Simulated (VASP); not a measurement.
# Li (Fm-3m) in VASP: relaxation of cell and atoms with PBE

Aim: the relaxation of cell and atoms of Li with PBE.

Everything below comes from runs of VASP 6.6.1. Logs are shortened: lines on timing, memory, paths and dates and some standing lists are left out, and cuts for length are marked.

## (1) The cell of the first run

The structure is cubic, space group Fm-3m (No. 225). Conventional cell: a = 6.604 Å, b = 6.604 Å, c = 6.604 Å, α = 90.00°, β = 90.00°, γ = 90.00°. Within 3.8 Å of Li (site symmetry -43m) lie 10 Li at 2.86 to 3.30 Å. Within 3.8 Å of Li (site symmetry m-3m) lie 8 Li at 2.86 Å.

The cell was built from a structure type or drawn by symmetry, and may not be a known phase.

## (2) Relaxation of cell and atoms, PBE

INCAR

```
ALGO = Normal
EDIFF = 1E-6
EDIFFG = -0.01
ENCUT = 600
GGA = PE
IBRION = 2
ISIF = 3
ISMEAR = 0
LASPH = T
LCHARG = F
LREAL = F
LWAVE = F
NELM = 80
NSW = 100
PREC = Accurate
SIGMA = 0.1
```

KPOINTS

```
k-points
0
Gamma
  12 12 12
```

POSCAR

```
Li
1.0
    0.0000000000      3.3017755209      3.3017755209
    3.3017755209      0.0000000000      3.3017755209
    3.3017755209      3.3017755209      0.0000000000
Li
3
Direct
    0.2500000000      0.2500000000      0.2500000000
    0.7500000000      0.7500000000      0.7500000000
    0.5000000000      0.5000000000      0.5000000000
```

Potentials or basis: VASP PAW PBE potentials, release 64 (Li_sv).

Command:

```console
> cat potpaw_PBE.64/Li_sv/POTCAR > POTCAR
> mpirun -np 1 vasp_std > vasp.out
```

OUTCAR:

```text
EDIFF = 1E-6
   EDIFFG = -0.01
   ENCUT = 600
   GGA = PE
   IBRION = 2
   ISIF = 3
   ISMEAR = 0
   LASPH = T
   LREAL = F
   NELM = 80
   NSW = 100
   PREC = Accurate

 ion  position               nearest neighbor table
   1  0.250  0.250  0.250-
   2  0.750  0.750  0.750-
   3  0.500  0.500  0.500-

  LATTYP: Found a face centered cubic cell.
 ALAT       =     6.6035510418

  Lattice vectors:

 A1 = (   0.0000000000,   3.3017755209,   3.3017755209)
 A2 = (   3.3017755209,   0.0000000000,   3.3017755209)
 A3 = (   3.3017755209,   3.3017755209,   0.0000000000)

Analysis of symmetry for initial positions (statically):
=====================================================================
 Subroutine PRICEL returns:
 Original cell was already a primitive cell.

 Routine SETGRP: Setting up the symmetry group for a
 face centered cubic supercell.

 Subroutine GETGRP returns: Found 48 space group operations
 (whereof 48 operations were pure point group operations)
 out of a pool of 48 trial point group operations.

The static configuration has the point symmetry O_h .

Analysis of symmetry for dynamics (positions and initial velocities):
=====================================================================
 Subroutine PRICEL returns:
 Original cell was already a primitive cell.

 Routine SETGRP: Setting up the symmetry group for a
 face centered cubic supercell.

 Subroutine GETGRP returns: Found 48 space group operations
 (whereof 48 operations were pure point group operations)
 out of a pool of 48 trial point group operations.

The dynamic configuration has the point symmetry O_h .

 Subroutine INISYM returns: Found 48 space group operations
 (whereof 48 operations are pure point group operations),
 and found     1 'primitive' translations

----------------------------------------------------------------------------------------

                                     Primitive cell

  volume of cell :      71.9901

  direct lattice vectors                    reciprocal lattice vectors
     0.000000000  3.301775521  3.301775521    -0.151433675  0.151433675  0.151433675
     3.301775521  0.000000000  3.301775521     0.151433675 -0.151433675  0.151433675
     3.301775521  3.301775521  0.000000000     0.151433675  0.151433675 -0.151433675

  length of vectors
     4.669415722  4.669415722  4.669415722     0.262290818  0.262290818  0.262290818

  position of ions in fractional coordinates (direct lattice)
     0.250000000  0.250000000  0.250000000
     0.750000000  0.750000000  0.750000000
     0.500000000  0.500000000  0.500000000

  ion indices of the primitive-cell ions
   primitive index   ion index
                 1           1
                 2           2
                 3           3

----------------------------------------------------------------------------------------

 KPOINTS: k-points

Automatic generation of k-mesh.
 Grid dimensions read from file:
 generate k-points for:   12   12   12

 Generating k-lattice:

  Cartesian coordinates                     Fractional coordinates (reciprocal lattice)
    -0.012619473  0.012619473  0.012619473     0.083333333  0.000000000  0.000000000
     0.012619473 -0.012619473  0.012619473     0.000000000  0.083333333  0.000000000
     0.012619473  0.012619473 -0.012619473     0.000000000  0.000000000  0.083333333

  Length of vectors
     0.021857568  0.021857568  0.021857568

  Shift w.r.t. Gamma in fractional coordinates (k-lattice)
     0.000000000  0.000000000  0.000000000

 Subroutine IBZKPT returns following result:
 ===========================================

 Found     72 irreducible k-points:

 Following reciprocal coordinates:
            Coordinates               Weight
  0.000000  0.000000  0.000000      1.000000
  0.083333  0.000000  0.000000      8.000000
  0.166667  0.000000  0.000000      8.000000
  0.250000  0.000000  0.000000      8.000000
  0.333333  0.000000  0.000000      8.000000
  0.416667  0.000000  0.000000      8.000000
[... 16 lines left out ...]
  0.500000  0.166667  0.000000     24.000000
 -0.416667  0.166667  0.000000     24.000000
 [... further k-points ...]
   k-points           NKPTS =     72   k-points in BZ     NKDIM =     72   number of bands    NBANDS=      8
   number of dos      NEDOS =    301   number of ions     NIONS =      3
   total plane-waves  NPLWV =  64000
   dimension x,y,z NGX =    40 NGY =   40 NGZ =   40
   dimension x,y,z NGXF=    80 NGYF=   80 NGZF=   80
   ions per type =               3
   NGX,Y,Z   is equivalent  to a cutoff of  14.24, 14.24, 14.24 a.u.
   NGXF,Y,Z  is equivalent  to a cutoff of  28.48, 28.48, 28.48 a.u.
 SYSTEM =  unknown system
   PREC   = accura    normal or accurate (medium, high low for compatibility)
   ISTART =      0    job   : 0-new  1-cont  2-samecut
   ICHARG =      2    charge: 1-file 2-atom 10-const
   ISPIN  =      1    spin polarized calculation?
   LNONCOLLINEAR =      F non collinear calculations
   LSORBIT =      F    spin-orbit coupling
   LASPH  =      T    aspherical Exc in radial PAW
   ENCUT  =  600.0 eV  44.10 Ry    6.64 a.u.   9.33  9.33  9.33*2*pi/ulx,y,z
   NELM   =     80;   NELMIN=  2; NELMDL= -5     # of ELM steps
   EDIFF  = 0.1E-05   stopping-criterion for ELM
   LREAL  =      F    real-space projection
   EDIFFG = -.1E-01   stopping-criterion for IOM
   NSW    =    100    number of steps for IOM
   IBRION =      2    ionic relax: 0-MD 1-quasi-New 2-CG
   NFREE  =      1    steps in history (QN), initial steepest desc. (CG)
   ISIF   =      3    stress and relaxation
   ISYM   =      2    0-nonsym 1-usesym 2-fastsym
   POTIM  = 0.5000    time-step for ionic-motion
   TEBEG  =    0.0;   TEEND  =   0.0 temperature during run
   PSTRESS=    0.0 pullay stress
   NELECT =       9.0000    total number of electrons
   NUPDOWN=      -1.0000    fix difference up-down
   EMIN   =  10.00;   EMAX   =-10.00  energy-range for DOS
   EFERMI =   0.00;   METHOD = LEGACY
   ISMEAR =     0;   SIGMA  =   0.10  broadening in eV -4-tet -1-fermi 0-gaus
   EFERMI_NEDOS =   21; number of points for ismear=-14 and -15
   IALGO  =     38    algorithm
   IMIX   =      4    mixing-type and parameters
     AMIX     =   0.40;   BMIX     =  1.00
     AMIX_MAG =   1.60;   BMIX_MAG =  1.00
  volume/ion in A,a.u.               =      24.00       161.94
  Fermi-wavevector in a.u.,A,eV,Ry     =   0.818587  1.546905  9.117053  0.670085
  Thomas-Fermi vector in A             =   1.929240
   LORBIT       =      0    0 simple, 1 ext, 2 COOP (PROOUT), +10 PAW based schemes
   GGA     = PE    functional components
   LHFCALC =     F    Hartree Fock is set to
   AEXX    =    0.0000 exact exchange contribution
   IVDW    =     0    specifies the selected vdW correction
   LEPSILON=     F    determine dielectric tensor
   LRPA    =     F    only Hartree local field effects (RPA)
 conjugate gradient relaxation of ions
 non-spin polarized calculation
 Gauss-broadening in eV      SIGMA  =   0.10
  energy-cutoff  :      600.00
  volume of cell :       71.99
 maximum number of plane-waves:      2424
 NGX is ok and might be reduce to    40
   NGX = 19   NGY = 19   NGZ = 19

 number of electron       8.9999996 magnetization

 Free energy of the ion-electron system (eV)
  ---------------------------------------------------
  ext. energy  EPLUGINS =         0.00000000
  ---------------------------------------------------
  free energy    TOTEN  =        -5.00868667 eV

  energy without entropy =       -5.00288534  energy(sigma->0) =       -5.00578600

 E-fermi :   0.1915     XC(G=0):  -6.6167

 val. band max:        0.1408045896   @ k =  -0.3333   0.0833   0.0000
 cond. band min:       0.2174239639   @ k =  -0.4167   0.4167   0.0833
 fundamental gap:      0.0766193743
 Fermi energy:         0.1914530039

 k-point     1 :       0.0000    0.0000    0.0000
  band No.  band energies     occupation
      1     -46.8016      2.00000
      2     -46.7862      2.00000
      3     -46.7558      2.00000
      4      -3.1417      2.00000
      5       4.1325      0.00000
      6       4.1325      0.00000
      7       4.1325      0.00000
      8       4.5686      0.00000

 k-point     2 :       0.0833    0.0000    0.0000
  band No.  band energies     occupation
      1     -46.8011      2.00000
      2     -46.7862      2.00000
      3     -46.7561      2.00000
      4      -3.0865      2.00000
      5       3.2953      0.00000
      6       3.8521      0.00000
      7       3.8521      0.00000
      8       4.8964      0.00000

 k-point     3 :       0.1667    0.0000    0.0000
  band No.  band energies     occupation
      1     -46.7999      2.00000
      2     -46.7865      2.00000
      3     -46.7570      2.00000
      4      -2.9207      2.00000
      5       2.2702      0.00000
      6       3.5196      0.00000
      7       3.5196      0.00000
      8       5.2277      0.00000

 k-point     4 :       0.2500    0.0000    0.0000
  band No.  band energies     occupation
      1     -46.7979      2.00000
      2     -46.7872      2.00000
      3     -46.7584      2.00000
      4      -2.6446      2.00000
      5       1.2859      0.00000
      6       3.2802      0.00000
      7       3.2802      0.00000
      8       5.1176      0.00000

 k-point     5 :       0.3333    0.0000    0.0000
  band No.  band energies     occupation
      1     -46.7958      2.00000
      2     -46.7880      2.00000
      3     -46.7598      2.00000
      4      -2.2588      2.00000
      5       0.3785      0.00816
      6       3.1381      0.00000
      7       3.1381      0.00000
      8       4.7757      0.00000

 k-point     6 :       0.4167    0.0000    0.0000
  band No.  band energies     occupation
      1     -46.7936      2.00000
      2     -46.7890      2.00000
      3     -46.7608      2.00000
      4      -1.7647      2.00000
      5      -0.4335      2.00000
      6       3.0746      0.00000
      7       3.0746      0.00000
      8       4.4971      0.00000

 k-point     7 :       0.5000    0.0000    0.0000
  band No.  band energies     occupation
      1     -46.7924      2.00000
      2     -46.7897      2.00000
      3     -46.7612      2.00000
      4      -1.2423      2.00000
      5      -1.0626      2.00000
      6       3.0593      0.00000
      7       3.0593      0.00000
      8       4.3930      0.00000
[... 133 lines left out ...]
 k-point    20 :       0.2500    0.1667    0.0000
  band No.  band energies     occupation
      1     -46.7979      2.00000
      2     -46.7870      2.00000
      3     -46.7585      2.00000
      4      -2.6437      2.00000
      5       1.9551      0.00000
      6       2.3078      0.00000
      7       3.3631      0.00000
      8       4.2960      0.00000

 k-point    21 :       0.3333    0.1667    0.0000
  band No.  band energies     occupation
      1     -46.7960      2.00000
      2     -46.7876      2.00000
      3     -46.7598      2.00000
      4      -2.3304      2.00000
      5       1.0993      0.00000
      6       2.1441      0.00000
      7       2.8772      0.00000
      8       4.3693      0.00000

 k-point    22 :       0.4167    0.1667    0.0000
  band No.  band energies     occupation
      1     -46.7939      2.00000
      2     -46.7884      2.00000
      3     -46.7610      2.00000
      4      -1.9079      2.00000
      5       0.2613      0.32336
      6       2.1112      0.00000
      7       2.4245      0.00000
      8       4.3849      0.00000

 k-point    23 :       0.5000    0.1667    0.0000
  band No.  band energies     occupation
      1     -46.7921      2.00000
      2     -46.7893      2.00000
      3     -46.7619      2.00000
      4      -1.3794      2.00000
      5      -0.4993      2.00000
      6       2.0596      0.00000
      7       2.2086      0.00000
      8       4.4732      0.00000

 k-point    24 :      -0.4167    0.1667    0.0000
  band No.  band energies     occupation
      1     -46.7917      2.00000
      2     -46.7896      2.00000
      3     -46.7620      2.00000
      4      -1.1880      2.00000
      5      -0.7220      2.00000
      6       1.8039      0.00000
      7       2.4335      0.00000
      8       4.6583      0.00000

 [... further k-points ...]
[... 5 lines left out ...]
  --------------------------------------------------------------------------------------
  -------------------------------------------------------------------------------------
  Total        0.0280148      0.0280148      0.0280148      0.0000000      0.0000000     -0.0000000
  in kB        0.6234835      0.6234835      0.6234835      0.0000000      0.0000000     -0.0000000
  external PRESSURE =       0.6234835 kB  Pullay stress =       0.0000000 kB

 VOLUME and BASIS-vectors are now :
 -----------------------------------------------------------------------------
  energy-cutoff  :      600.00
  volume of cell :       71.99
      direct lattice vectors                 reciprocal lattice vectors
     0.000000000  3.301775521  3.301775521    -0.151433675  0.151433675  0.151433675
     3.301775521  0.000000000  3.301775521     0.151433675 -0.151433675  0.151433675
     3.301775521  3.301775521  0.000000000     0.151433675  0.151433675 -0.151433675

 POSITION                                       TOTAL-FORCE (eV/Angst)
 -----------------------------------------------------------------------------------
      1.65089      1.65089      1.65089         0.000000     -0.000000      0.000000
      4.95266      4.95266      4.95266        -0.000000      0.000000     -0.000000
      3.30178      3.30178      3.30178        -0.000000      0.000000     -0.000000
 -----------------------------------------------------------------------------------
    total drift:                                0.000000     -0.000000      0.000000

  FREE ENERGIE OF THE ION-ELECTRON SYSTEM (eV)
  ---------------------------------------------------
  free  energy   TOTEN  =        -5.0086866677 eV

  energy  without entropy=       -5.0028853382  energy(sigma->0) =       -5.00578600

 reached required accuracy - stopping structural energy minimisation
```

Wall time 94 s (1 thread of Intel Xeon 8259CL, shared host); peak memory 0.23 GiB.

Results:

```yaml
Free_energy: -5.0087 eV
Pressure_after_relaxing: 0.1 GPa
Band_gap_on_the_k_mesh: zero (an odd number of electrons rules out a gap without spin polarisation)
```

Final structure:
```
Li
1.0
     0.00000    3.30178    3.30178
     3.30178    0.00000    3.30178
     3.30178    3.30178    0.00000
Li
3
Cartesian
  1.6509 1.6509 1.6509
  4.9527 4.9527 4.9527
  3.3018 3.3018 3.3018
```

Caveat: the cutoff is under 1.25 times the usual one of these potentials, so pressure, stress and relaxed cells hold a basis-set (Pulay) error; the relaxation stopped at its first step, so nothing moved.
